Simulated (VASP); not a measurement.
# MgS (Niningerite) (Fm-3m) in VASP: further runs

Runs on MgS (Niningerite). Level: PBE. Tasks: electric field gradients, dielectric tensor, density of states.

All numbers are computed with VASP 6.6.1; they aren't measurements. Logs are shortened: lines on timing, memory, paths and dates and some standing lists are left out, and cuts for length are marked.

## 1. The cell of the first run

The structure is cubic, space group Fm-3m (No. 225). Conventional cell: a = 5.203 Å, b = 5.203 Å, c = 5.203 Å, α = 90.00°, β = 90.00°, γ = 90.00°. S (site symmetry m-3m) has 6 Mg at 2.60 Å within 3.4 Å. Mg (site symmetry m-3m) has 6 S at 2.60 Å within 3.4 Å.

## 2. Electric field gradients, PBE

The input, INCAR:

```
PREC = Accurate
ENCUT = 520
EDIFF = 1E-8
ISMEAR = -1
SIGMA = 0.05
LREAL = F
LASPH = T
NELM = 100
ALGO = Normal
ISIF = 2
LWAVE = F
LCHARG = F
GGA = PE
LEFG = T
NBANDS = 11
```

The input, KPOINTS:

```
regular mesh
0
Gamma
  9 9 9
```

The input, POSCAR:

```
MgS
1.0
    0.0000000000      2.6016500000      2.6016500000
    2.6016500000      0.0000000000      2.6016500000
    2.6016500000      2.6016500000      0.0000000000
S Mg
1 1
Direct
    0.5000000000      0.5000000000      0.5000000000
    0.0000000000      0.0000000000      0.0000000000
```

Potentials or basis: VASP PAW PBE potentials, release 64 (S, Mg).

Run with:

```console
$ cat potpaw_PBE.64/S/POTCAR potpaw_PBE.64/Mg/POTCAR > POTCAR
$ mpirun -np 1 vasp_std > vasp.out
```

OUTCAR:

```text
PREC = Accurate
   ENCUT = 520
   EDIFF = 1E-8
   ISMEAR = -1
   LREAL = F
   LASPH = T
   NELM = 100
   ISIF = 2
   GGA = PE

 ion  position               nearest neighbor table
   1  0.500  0.500  0.500-   2 2.60   2 2.60   2 2.60   2 2.60   2 2.60   2 2.60
   2  0.000  0.000  0.000-   1 2.60   1 2.60   1 2.60   1 2.60   1 2.60   1 2.60

  LATTYP: Found a face centered cubic cell.
 ALAT       =     5.2033000000

  Lattice vectors:

 A1 = (   0.0000000000,   2.6016500000,   2.6016500000)
 A2 = (   2.6016500000,   0.0000000000,   2.6016500000)
 A3 = (   2.6016500000,   2.6016500000,   0.0000000000)

Analysis of symmetry for initial positions (statically):
[... 33 lines left out ...]
                                     Primitive cell

  volume of cell :      35.2190

  direct lattice vectors                    reciprocal lattice vectors
     0.000000000  2.601650000  2.601650000    -0.192185728  0.192185728  0.192185728
     2.601650000  0.000000000  2.601650000     0.192185728 -0.192185728  0.192185728
     2.601650000  2.601650000  0.000000000     0.192185728  0.192185728 -0.192185728

  length of vectors
     3.679288715  3.679288715  3.679288715     0.332875446  0.332875446  0.332875446

  position of ions in fractional coordinates (direct lattice)
[... 8 lines left out ...]
----------------------------------------------------------------------------------------

 KPOINTS: regular mesh

Automatic generation of k-mesh.
 Grid dimensions read from file:
 generate k-points for:    9    9    9

 Generating k-lattice:

  Cartesian coordinates                     Fractional coordinates (reciprocal lattice)
    -0.021353970  0.021353970  0.021353970     0.111111111  0.000000000  0.000000000
     0.021353970 -0.021353970  0.021353970     0.000000000  0.111111111  0.000000000
     0.021353970  0.021353970 -0.021353970     0.000000000  0.000000000  0.111111111

  Length of vectors
     0.036986161  0.036986161  0.036986161

  Shift w.r.t. Gamma in fractional coordinates (k-lattice)
     0.000000000  0.000000000  0.000000000

 Subroutine IBZKPT returns following result:
 ===========================================

 Found     35 irreducible k-points:

 Following reciprocal coordinates:
            Coordinates               Weight
  0.000000  0.000000  0.000000      1.000000
  0.111111  0.000000  0.000000      8.000000
  0.222222  0.000000  0.000000      8.000000
  0.333333  0.000000  0.000000      8.000000
  0.444444  0.000000  0.000000      8.000000
  0.111111  0.111111  0.000000      6.000000
[... 16 lines left out ...]
 -0.333333  0.333333  0.000000     12.000000
  0.444444  0.444444  0.000000      6.000000
 [... further k-points ...]
   k-points           NKPTS =     35   k-points in BZ     NKDIM =     35   number of bands    NBANDS=     11
   number of dos      NEDOS =    301   number of ions     NIONS =      2
   total plane-waves  NPLWV =  21952
   dimension x,y,z NGX =    28 NGY =   28 NGZ =   28
   dimension x,y,z NGXF=    56 NGYF=   56 NGZF=   56
   ions per type =               1   1
   NGX,Y,Z   is equivalent  to a cutoff of  12.65, 12.65, 12.65 a.u.
   NGXF,Y,Z  is equivalent  to a cutoff of  25.30, 25.30, 25.30 a.u.
 SYSTEM =  unknown system
   PREC   = accura    normal or accurate (medium, high low for compatibility)
   ISTART =      0    job   : 0-new  1-cont  2-samecut
   ICHARG =      2    charge: 1-file 2-atom 10-const
   ISPIN  =      1    spin polarized calculation?
   LNONCOLLINEAR =      F non collinear calculations
   LSORBIT =      F    spin-orbit coupling
   LASPH  =      T    aspherical Exc in radial PAW
   ENCUT  =  520.0 eV  38.22 Ry    6.18 a.u.   6.84  6.84  6.84*2*pi/ulx,y,z
   NELM   =    100;   NELMIN=  2; NELMDL= -5     # of ELM steps
   EDIFF  = 0.1E-07   stopping-criterion for ELM
   LREAL  =      F    real-space projection
   EDIFFG = 0.1E-06   stopping-criterion for IOM
   NSW    =      0    number of steps for IOM
   IBRION =     -1    ionic relax: 0-MD 1-quasi-New 2-CG
[... 8 lines left out ...]
   EMIN   =  10.00;   EMAX   =-10.00  energy-range for DOS
   EFERMI =   0.00;   METHOD = LEGACY
   ISMEAR =    -1;   SIGMA  =   0.05  broadening in eV -4-tet -1-fermi 0-gaus
   EFERMI_NEDOS =   21; number of points for ismear=-14 and -15
   IALGO  =     38    algorithm
   IMIX   =      4    mixing-type and parameters
     AMIX     =   0.40;   BMIX     =  1.00
     AMIX_MAG =   1.60;   BMIX_MAG =  1.00
  volume/ion in A,a.u.               =      17.61       118.83
  Fermi-wavevector in a.u.,A,eV,Ry     =   0.998878  1.887606 13.575323  0.997758
  Thomas-Fermi vector in A             =   2.131131
   LORBIT       =      0    0 simple, 1 ext, 2 COOP (PROOUT), +10 PAW based schemes
   GGA     = PE    functional components
   LHFCALC =     F    Hartree Fock is set to
   AEXX    =    0.0000 exact exchange contribution
   IVDW    =     0    specifies the selected vdW correction
   LEPSILON=     F    determine dielectric tensor
   LRPA    =     F    only Hartree local field effects (RPA)
 non-spin polarized calculation
  energy-cutoff  :      520.00
  volume of cell :       35.22
 maximum number of plane-waves:       958
   NGX = 13   NGY = 13   NGZ = 13

 number of electron       8.0000000 magnetization

 Free energy of the ion-electron system (eV)
  ---------------------------------------------------
  ext. energy  EPLUGINS =         0.00000000
  ---------------------------------------------------
  free energy    TOTEN  =        -8.50202852 eV

  energy without entropy =       -8.50202852  energy(sigma->0) =       -8.50202852

 E-fermi :   4.7478     XC(G=0):  -9.6883

 val. band max:        3.7249577020   @ k =   0.0000   0.0000   0.0000
 cond. band min:       6.6304947968   @ k =   0.4444   0.4444   0.0000
 fundamental gap:      2.9055370948
 Fermi energy:         4.7477944069

 k-point     1 :       0.0000    0.0000    0.0000
  band No.  band energies     occupation
      1      -8.9418      2.00000
      2       3.7250      2.00000
      3       3.7250      2.00000
      4       3.7250      2.00000
      5       7.4353      0.00000
      6      11.6798      0.00000
      7      11.6798      0.00000
      8      11.6798      0.00000
      9      14.0749      0.00000
     10      14.0749      0.00000
     11      16.2634      0.00000

 k-point     2 :       0.1111    0.0000    0.0000
  band No.  band energies     occupation
      1      -8.8219      2.00000
      2       2.8603      2.00000
      3       3.6438      2.00000
      4       3.6438      2.00000
      5       8.1169      0.00000
      6      11.3910      0.00000
      7      11.8946      0.00000
      8      11.8946      0.00000
      9      13.5118      0.00000
     10      13.5118      0.00000
     11      16.4978      0.00000

 k-point     3 :       0.2222    0.0000    0.0000
  band No.  band energies     occupation
      1      -8.4894      2.00000
      2       1.3040      2.00000
      3       3.4552      2.00000
      4       3.4552      2.00000
      5       8.6954      0.00000
      6      11.7124      0.00000
      7      11.7124      0.00000
      8      11.7328      0.00000
      9      13.7125      0.00000
     10      13.7125      0.00000
     11      15.7878      0.00000

 k-point     4 :       0.3333    0.0000    0.0000
  band No.  band energies     occupation
      1      -8.0423      2.00000
      2      -0.1141      2.00000
      3       3.2645      2.00000
      4       3.2645      2.00000
      5       8.5088      0.00000
      6      11.0648      0.00000
      7      11.0648      0.00000
      8      13.0702      0.00000
      9      15.2395      0.00000
     10      15.2395      0.00000
     11      15.2839      0.00000
[... 239 lines left out ...]
 k-point    22 :      -0.4444    0.3333    0.0000
  band No.  band energies     occupation
      1      -7.3050      2.00000
      2      -0.1486      2.00000
      3       0.9453      2.00000
      4       2.3332      2.00000
      5       7.5777      0.00000
      6      10.0596      0.00000
      7      13.5459      0.00000
      8      13.6452      0.00000
      9      16.1394      0.00000
     10      17.8847      0.00000
     11      20.2464      0.00000

 k-point    23 :      -0.3333    0.3333    0.0000
  band No.  band energies     occupation
      1      -7.3345      2.00000
      2       0.0999      2.00000
      3       0.4069      2.00000
      4       2.5884      2.00000
      5       8.1561      0.00000
      6      11.4442      0.00000
      7      12.6336      0.00000
      8      12.9753      0.00000
      9      15.4547      0.00000
     10      16.1778      0.00000
     11      20.4241      0.00000

 k-point    24 :       0.4444    0.4444    0.0000
  band No.  band energies     occupation
      1      -7.3314      2.00000
      2      -0.3721      2.00000
      3       2.0814      2.00000
      4       2.0814      2.00000
      5       6.6305      0.00000
      6       8.1833      0.00000
      7      15.3721      0.00000
      8      16.4282      0.00000
      9      16.7273      0.00000
     10      16.7273      0.00000
     11      19.9794      0.00000

 [... further k-points ...]
[... 5 lines left out ...]
  --------------------------------------------------------------------------------------
  -------------------------------------------------------------------------------------
  Total        0.1893557      0.1893557      0.1893557      0.0000000      0.0000000     -0.0000000
  in kB        8.6141464      8.6141464      8.6141464      0.0000000      0.0000000     -0.0000000
  external PRESSURE =       8.6141464 kB  Pullay stress =       0.0000000 kB

 VOLUME and BASIS-vectors are now :
 -----------------------------------------------------------------------------
  energy-cutoff  :      520.00
  volume of cell :       35.22
      direct lattice vectors                 reciprocal lattice vectors
     0.000000000  2.601650000  2.601650000    -0.192185728  0.192185728  0.192185728
     2.601650000  0.000000000  2.601650000     0.192185728 -0.192185728  0.192185728
     2.601650000  2.601650000  0.000000000     0.192185728  0.192185728 -0.192185728

 POSITION                                       TOTAL-FORCE (eV/Angst)
 -----------------------------------------------------------------------------------
      2.60165      2.60165      2.60165         0.000000      0.000000      0.000000
      0.00000      0.00000      0.00000        -0.000000     -0.000000      0.000000
 -----------------------------------------------------------------------------------
    total drift:                                0.000000      0.000000      0.000000

  FREE ENERGIE OF THE ION-ELECTRON SYSTEM (eV)
  ---------------------------------------------------
  free  energy   TOTEN  =        -8.5020285227 eV

  energy  without entropy=       -8.5020285227  energy(sigma->0) =       -8.50202852

 Electric field gradients (V/A^2)
---------------------------------------------------------------------
 ion       V_xx      V_yy      V_zz      V_xy      V_xz      V_yz
---------------------------------------------------------------------
   1       0.000     0.000     0.000    -0.000    -0.000    -0.000
   2       0.000     0.000    -0.000     0.000     0.000     0.000
---------------------------------------------------------------------

 Electric field gradients after diagonalization (V/A^2)
 (convention: |V_zz| > |V_xx| > |V_yy|)
----------------------------------------------------------------------
 ion       V_xx      V_yy      V_zz     asymmetry (V_yy - V_xx)/ V_zz
----------------------------------------------------------------------
   1       0.000     0.000    -0.001       0.000
   2      -0.000    -0.000     0.000       0.000
----------------------------------------------------------------------

           NMR quadrupolar parameters

 Cq : quadrupolar parameter    Cq=e*Q*V_zz/h
 eta: asymmetry parameters     (V_yy - V_xx)/ V_zz
 Q  : nuclear electric quadrupole moment in mb (millibarn)
----------------------------------------------------------------------
 ion       Cq(MHz)       eta       Q (mb)
----------------------------------------------------------------------
   1      -0.000       0.000       1.000
   2       0.000       0.000       1.000
----------------------------------------------------------------------
```

Wall time 14 s (1 thread of Intel Xeon Platinum 8488C (Sapphire Rapids), shared host); peak memory 0.16 GiB.

Results:

- Free energy: -8.5020 eV
- Pressure: 0.9 GPa
- Band gap on the k mesh: 2.91 eV, indirect (least direct gap 3.71 eV)

Caveat: without QUAD_EFG the Cq values of the log hold for a quadrupole moment of 1 mb, not for the nuclei.

## 3. Dielectric tensor, PBE

The input, INCAR:

```
SYSTEM = MgS
  PREC = Accurate
  ENCUT = 520
  EDIFF = 1E-8
  ISMEAR = 0
  SIGMA = 0.01
  LREAL = .FALSE.
  LASPH = .TRUE.
  NELM = 80
  ALGO = Normal
  ISIF = 2
  LWAVE = .FALSE.
  LCHARG = .FALSE.
  GGA = PE
  LEPSILON = .TRUE.
```

The input, KPOINTS:

```
Automatic mesh
0
G
  9 9 9
  0 0 0
```

POSCAR is that of step 2.

Potentials or basis: VASP PAW PBE potentials, release 64 (S, Mg).

Run with:

```console
$ cat potpaw_PBE.64/S/POTCAR potpaw_PBE.64/Mg/POTCAR > POTCAR
$ mpirun -np 1 vasp_std > vasp.out
```

OUTCAR:

```text
SYSTEM = MgS
   PREC = Accurate
   ENCUT = 520
   EDIFF = 1E-8
   ISMEAR = 0
   LREAL = .FALSE.
   LASPH = .TRUE.
   NELM = 80
   ISIF = 2
   GGA = PE
   LEPSILON = .TRUE.

 ion  position               nearest neighbor table
   1  0.500  0.500  0.500-   2 2.60   2 2.60   2 2.60   2 2.60   2 2.60   2 2.60
   2  0.000  0.000  0.000-   1 2.60   1 2.60   1 2.60   1 2.60   1 2.60   1 2.60

  LATTYP: Found a face centered cubic cell.
 ALAT       =     5.2033000000

  Lattice vectors:

 A1 = (   0.0000000000,   2.6016500000,   2.6016500000)
 A2 = (   2.6016500000,   0.0000000000,   2.6016500000)
 A3 = (   2.6016500000,   2.6016500000,   0.0000000000)

Analysis of symmetry for initial positions (statically):
[... 33 lines left out ...]
                                     Primitive cell

  volume of cell :      35.2190

  direct lattice vectors                    reciprocal lattice vectors
     0.000000000  2.601650000  2.601650000    -0.192185728  0.192185728  0.192185728
     2.601650000  0.000000000  2.601650000     0.192185728 -0.192185728  0.192185728
     2.601650000  2.601650000  0.000000000     0.192185728  0.192185728 -0.192185728
[... 450 lines left out ...]

 Free energy of the ion-electron system (eV)
  ---------------------------------------------------
  ---------------------------------------------------
  free energy    TOTEN  =        -0.47388693 eV

  energy without entropy =       -0.47388693

------------------------ aborting loop because EDIFF is reached ----------------------------------------

 PIEZOELECTRIC TENSOR FIELD DIRECTION 3  (e Angst)
 -----------------------------------------------------------------------------
    -0.00008  0.00000  0.00000           (  0.00001  0.00000  0.00000)
     0.00000 -0.00008 -0.00000           (  0.00000  0.00001  0.00000)
     0.00000  0.00000 -0.00140           (  0.00000  0.00000  0.00000)

 PIEZOELECTRIC TENSOR FIELD DIRECTION 3  (C/m^2)
 -----------------------------------------------------------------------------
    -0.00003  0.00000  0.00000
     0.00000 -0.00003 -0.00000
     0.00000  0.00000 -0.00064

 MACROSCOPIC STATIC DIELECTRIC TENSOR (including local field effects in DFT)
 ------------------------------------------------------
           5.387913    -0.000000    -0.000000
          -0.000000     5.387913    -0.000000
           0.000000     0.000000     5.387913
 ------------------------------------------------------

 PIEZOELECTRIC TENSOR (including local field effects)  for field in x, y, z        (e  Angst)
          XX          YY          ZZ          XY          YZ          ZX
  --------------------------------------------------------------------------------
  x     0.00000     0.00000     0.00000     0.00000     0.00000     0.00000
  y     0.00000     0.00000     0.00000     0.00000     0.00000     0.00000
  z     0.00000     0.00000     0.00000     0.00000     0.00000     0.00000

 PIEZOELECTRIC TENSOR (including local field effects)  for field in x, y, z        (C/m^2)
          XX          YY          ZZ          XY          YZ          ZX
  --------------------------------------------------------------------------------
  x     0.00000     0.00000     0.00000     0.00000     0.00000     0.00000
  y     0.00000     0.00000     0.00000     0.00000     0.00000     0.00000
  z     0.00000     0.00000     0.00000     0.00000     0.00000     0.00000

 BORN EFFECTIVE CHARGES (including local field effects) (in |e|, cummulative output)
 ---------------------------------------------------------------------------------
 ion    1
    1    -2.32449    -0.00000     0.00000
    2     0.00000    -2.32449     0.00000
    3     0.00000    -0.00000    -2.32449
 ion    2
    1     2.32449     0.00000    -0.00000
    2    -0.00000     2.32449    -0.00000
    3     0.00000     0.00000     2.32449
```

Run time: 2.4 min. Hardware: 1 thread of Intel Xeon Platinum 8488C (Sapphire Rapids), shared host; peak memory 0.21 GiB.

Results:

* Band gap on the k mesh: 2.91 eV, indirect (least direct gap 3.71 eV)
* Electronic dielectric tensor (diagonal): 5.39
* Born charges (mean of the diagonal): S -2.32; Mg +2.32 e

Levels at points of the mesh, in eV from the valence-band top:
```csv
k point,band 1,band 2,band 3,band 4,band 5,band 6,band 7,band 8
"(0.00, 0.00, 0.00)",-12.67,0.00,0.00,0.00,3.71,7.95,7.95,7.95
```

Electronic dielectric tensor:
```
5.39 0.00 0.00
0.00 5.39 0.00
0.00 0.00 5.39
```

Born effective charge tensors (e):
atom 1, S
```
-2.32  0.00  0.00
 0.00 -2.32  0.00
 0.00  0.00 -2.32
```
atom 2, Mg
```
2.32 0.00 0.00
0.00 2.32 0.00
0.00 0.00 2.32
```

A k mesh can miss the band edges. PBE gaps usually lie below the measured ones, often by a third to a half.

## 4. Density of states, PBE

POSCAR is that of step 3.

The input, INCAR.step1:

```
ALGO = Normal
EDIFF = 1E-6
ENCUT = 520
GGA = PE
ISIF = 2
ISMEAR = -1
LASPH = True
LCHARG = True
LREAL = False
LWAVE = False
NBANDS = 11
NELM = 80
PREC = Accurate
SIGMA = 0.05
```

The input, KPOINTS.step1:

```
k-points
0
Gamma
  5 5 5
```

The input, INCAR.step2:

```
ALGO = Normal
EDIFF = 1E-6
ENCUT = 520
GGA = PE
ICHARG = 11
ISIF = 2
ISMEAR = -5
LASPH = True
LCHARG = False
LORBIT = 11
LREAL = False
LWAVE = False
NBANDS = 11
NEDOS = 2001
NELM = 80
PREC = Accurate
SIGMA = 0.05
```

The input, KPOINTS.step2:

```
k-points
0
Gamma
  8 8 8
```

Run with:

```console
$ cat potpaw_PBE.64/S/POTCAR potpaw_PBE.64/Mg/POTCAR > POTCAR
$ cp INCAR.step1 INCAR
$ cp KPOINTS.step1 KPOINTS
$ mpirun -np 1 vasp_std > vasp.out
$ cp INCAR.step2 INCAR
$ cp KPOINTS.step2 KPOINTS
$ mpirun -np 1 vasp_std > vasp.out
```

Wall time 12 s (1 thread of Intel Xeon Platinum 8375C at 2.90GHz (Ice Lake), shared host); peak memory 0.15 GiB.

Results (log left out):

- Valence electrons inside the program's atomic spheres: S 3.81; Mg 0.30

Levels at points of the mesh, in eV from the valence-band top:
```tsv
k point	band 1	band 2	band 3	band 4	band 5	band 6	band 7	band 8
(0.00, 0.00, 0.00)	-12.67	0.00	0.00	0.00	3.71	7.95	7.95	7.95
(0.50, 0.00, 0.00)	-11.36	-4.83	-0.59	-0.59	4.54	6.90	6.90	10.11
(0.50, 0.50, 0.00)	-10.99	-4.20	-1.68	-1.68	2.77	4.39	12.00	12.82
```

## 5. Summary

| task | k mesh | smearing | k mesh for the DOS | occupations for the DOS | gap on the mesh (eV) |
| --- | --- | --- | --- | --- | --- |
| electric field gradients | 9 × 9 × 9 | fermi-dirac 0.05 eV | - | - | 2.91 |
| dielectric tensor | 9 × 9 × 9 | gaussian 0.01 eV | - | - | 2.91 |
| density of states | 5 × 5 × 5 | fermi-dirac 0.05 eV | 8 × 8 × 8 | tetrahedron | - |

Alike in all rows: level PBE; potentials or basis VASP PAW PBE potentials, release 64 (S, Mg); no spin polarisation; cell as given; cutoff (eV) 520.

Total energies depend on the potentials used, so only differences within one code and one set of settings carry meaning.
